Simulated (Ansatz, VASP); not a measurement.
**BeS: VASP beside Ansatz**

```xyz
2
Lattice="0.0000 2.4311 2.3543 2.3543 0.0000 2.3543 2.3543 2.4311 0.0000" Properties=species:S:1:pos:R:3 pbc="T T T"
Be    0.0000    0.0000    0.0000
S     3.5315    3.6466    3.5315
```

Alike in both runs: task single point; functional PBEsol; k mesh 10 × 10 × 10; occupations gaussian, width 0.05 eV; no spin polarisation.

```csv
,VASP,Ansatz
version,VASP 6.6.1,Ansatz 0.2.0
potentials or method,"VASP PAW PBE potentials, release 64 (Be, S), cutoff 520 eV","scalar-relativistic, plane waves, PAW"
valence electrons in the cell,8,8
```

```tsv
	VASP	Ansatz	Ansatz less VASP
gap on the k mesh at the Fermi level (eV)	2.64	2.64	-0.004
least direct gap on the mesh (eV)	5.51	5.48	-0.030
pressure (GPa)	5.4	5.2	-0.17
traceless stress, the component that is largest in VASP (GPa)	-2.21	-2.22	-0.012
```

VASP's potentials were made for PBE, not for PBEsol. The functional is the same, so the differences come from potentials, cutoffs and numerics.
